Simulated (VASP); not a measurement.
Wanted: the native input for a VASP 6.6.1 run.

- Task: single point
- Functional: PBE
- Potentials or basis: VASP PAW PBE potentials, release 64 (B, P)
- Cutoff: 520 eV
- k mesh: 12 × 12 × 12
- Occupations: gaussian, width 0.05 eV
- Spin: no spin polarisation
- Dipole correction: no
- Further INCAR settings: ALGO = Normal; EDIFF = 1e-06; NBANDS = 11

The structure of BP lies in POSCAR:

```
BP
1.0
    0.0000000000      2.2941882254      2.2941882254
    2.2941882254      0.0000000000      2.2941882254
    2.2941882254      2.2941882254      0.0000000000
B P
1 1
Direct
    0.0000000000      0.0000000000      0.0000000000
    0.7500000000      0.7500000000      0.7500000000
```

This cell differs from its parent crystal: volume 12.075 Å^3 an atom, c/a of the conventional cell 1.0000.

These files were run (other wordings do the same):

INCAR

```
SYSTEM = BP
PREC = Accurate
ENCUT = 520
EDIFF = 1E-6
ISMEAR = 0
SIGMA = 0.05
LREAL = .FALSE.
LASPH = .TRUE.
NELM = 80
ALGO = Normal
ISIF = 2
LWAVE = .FALSE.
LCHARG = .TRUE.
GGA = PE
LELF = .TRUE.
LVHAR = .TRUE.
NBANDS = 11
```

KPOINTS

```
regular mesh
0
G
  12 12 12
  0 0 0
```

Potentials or basis: VASP PAW PBE potentials, release 64 (B, P).

Command:

```bash
$ cat potpaw_PBE.64/B/POTCAR potpaw_PBE.64/P/POTCAR > POTCAR
$ mpirun -np 1 vasp_std > vasp.out
```

Results of the run:

```
Pressure               : -4.2 GPa
Band gap on the k mesh : 1.28 eV, indirect (least direct gap 3.35 eV)
```

Run time: 16 s on 1 thread of Intel Xeon 8259CL (shared host), peak memory 0.14 GiB.
